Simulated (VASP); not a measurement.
# TaMnB4: single point with PBE

The system is TaMnB4.

```
Ta Mn B
1.0
     3.09133    0.00000    0.00000
    -1.54566    2.67717    0.00000
     0.00000    0.00000    6.48949
Ta Mn B
1 1 4
Direct
  0.00000 0.00000 0.50000
  0.00000 0.00000 0.00000
  0.33333 0.66667 0.76289
  0.33333 0.66667 0.23711
  0.66667 0.33333 0.76289
  0.66667 0.33333 0.23711
```

```json
{
  "Program": "VASP 6.6.1",
  "Task": "single point",
  "Functional": "PBE",
  "Potentials or basis": "VASP PAW PBE potentials, release 64 (Ta_pv, Mn_pv, B)",
  "Cutoff": "520 eV",
  "k mesh": "12 × 12 × 6",
  "Occupations": "gaussian, width 0.1 eV",
  "Spin": "collinear spin, ferromagnetic start",
  "Starting moments": "[0.0, 2.35, 0.0, 0.0, 0.0, 0.0] μB"
}
```

```
Pressure                                              : -12.8 GPa
Largest force                                         : 0.003 eV/Å
Net moment                                            : 2.37 μB per cell
Site moments                                          : Ta -0.05; Mn +2.45; B -0.01 μB
Valence electrons inside the program's atomic spheres : Ta 8.95; Mn 11.73; B 1.93
```

Forces on the atoms (eV/Å):
```
Ta   0.000  0.000  0.000
Mn   0.000  0.000  0.000
B    0.000  0.000  0.003
B    0.000  0.000 -0.003
B    0.000  0.000  0.003
B    0.000  0.000 -0.003
```

Levels at points of the mesh, in eV from the Fermi level:
Spin up:
```
           k point  band 17  band 18  band 19  band 20  band 21  band 22
(0.00, 0.00, 0.00)    -1.95    -1.50    -1.50    -0.88     0.41     0.41
(0.50, 0.00, 0.00)    -1.51    -1.33    -1.32     1.55     1.58     2.04
(0.00, 0.00, 0.50)    -2.47    -0.77    -0.21    -0.21    -0.12    -0.12
(0.50, 0.00, 0.50)    -1.70    -1.51    -0.39     1.02     1.31     1.62
```
Spin down:
| k point | band 14 | band 15 | band 16 | band 17 | band 18 | band 19 | band 20 | band 21 |
| --- | --- | --- | --- | --- | --- | --- | --- | --- |
| (0.00, 0.00, 0.00) | -1.48 | -1.48 | -1.39 | -1.39 | -0.66 | -0.66 | 0.81 | 0.94 |
| (0.50, 0.00, 0.00) | -4.20 | -4.16 | -3.20 | 0.14 | 1.00 | 1.29 | 2.06 | 2.52 |
| (0.00, 0.00, 0.50) | -2.82 | -0.86 | -0.80 | -0.80 | -0.24 | -0.24 | -0.22 | 1.25 |
| (0.50, 0.00, 0.50) | -4.73 | -3.51 | -2.98 | 0.44 | 1.00 | 1.18 | 1.20 | 2.17 |

It took 6.8 min on 1 thread of Oxide Virtual Turin-like Processor, on a shared host, peak memory 0.3 GiB.

Caveat: the cell stands under tension; spin-orbit coupling is left out, which moves the levels of the heavy elements; a cell with one magnetic atom can't hold antiferromagnetic order, which such compounds often take.
